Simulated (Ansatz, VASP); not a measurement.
# Ga2Ge2O3: VASP beside Ansatz

INCAR

```
SYSTEM = Ga2Ge2O3
PREC = Accurate
ENCUT = 520
EDIFF = 1E-6
ISMEAR = 0
SIGMA = 0.2
LREAL = .FALSE.
LASPH = .TRUE.
NELM = 60
ALGO = Normal
ISIF = 2
LWAVE = .FALSE.
LCHARG = .FALSE.
GGA = PE
NBANDS = 45
```

The input KPOINTS:

```
regular mesh
0
G
  12 12 2
  0 0 0
```

POSCAR

```
Ga2Ge2O3
1.0
    3.0140685629      0.0000000000      0.0000000000
   -1.5070342815      2.6102599442      0.0000000000
    0.0000000000      0.0000000000     14.7129922870
Ga Ge O
2 2 3
Direct
    0.3333333333      0.6666666667      0.0962809217
    0.6666666667      0.3333333333      0.9037190783
    0.6666666667      0.3333333333      0.4234720488
    0.3333333333      0.6666666667      0.5765279512
    0.6666666667      0.3333333333      0.1475219027
    0.3333333333      0.6666666667      0.8524780973
    0.0000000000      0.0000000000      0.0000000000
```

Input for Ansatz:

```yaml
crystal:
  lattice:
    - [3.0140685629, 0.0, 0.0]
    - [-1.5070342815, 2.6102599442, 0.0]
    - [0.0, 0.0, 14.712992287]
  atoms:
    - { symbol: Ga, position: [0.3333333333, 0.6666666667, 0.0962809217] }
    - { symbol: Ga, position: [0.6666666667, 0.3333333333, 0.9037190783] }
    - { symbol: Ge, position: [0.6666666667, 0.3333333333, 0.4234720488] }
    - { symbol: Ge, position: [0.3333333333, 0.6666666667, 0.5765279512] }
    - { symbol: O, position: [0.6666666667, 0.3333333333, 0.1475219027] }
    - { symbol: O, position: [0.3333333333, 0.6666666667, 0.8524780973] }
    - { symbol: O, position: [0.0, 0.0, 0.0] }
basis:
  ecutwfc: 420
kpoints:
  mp_grid: { grid: [12, 12, 2] }
hamiltonian:
  xc: pbe
scf:
  occupations: { method: gaussian, width: 0.2 }
  lower_state_search: "off"
output:
  forces: true
  stress: true
  eigenvalues: true
```

Alike in both runs: task single point; functional PBE; k mesh 12 × 12 × 2; occupations gaussian, width 0.2 eV; no spin polarisation.

```csv
,VASP,Ansatz
version,VASP 6.6.1,Ansatz 0.2.0
potentials or method,"VASP PAW PBE potentials, release 64 (Ga_d, Ge_d, O), cutoff 520 eV","scalar-relativistic, plane waves, PAW"
valence electrons in the cell,72,72
```

```tsv
	VASP	Ansatz	Ansatz less VASP
gap on the k mesh at the Fermi level (eV)	none	none	-
pressure (GPa)	0.4	0.0	-0.37
traceless stress, the component that is largest in VASP (GPa)	-0.21	-0.03	+0.173
rms of the force components (eV/Å)	0.014	0.004	-0.0095
```

Atom by atom the forces differ by 0.013 eV/Å (rms over components). A gap of «none» marks a metal or a gap that the smearing closes.
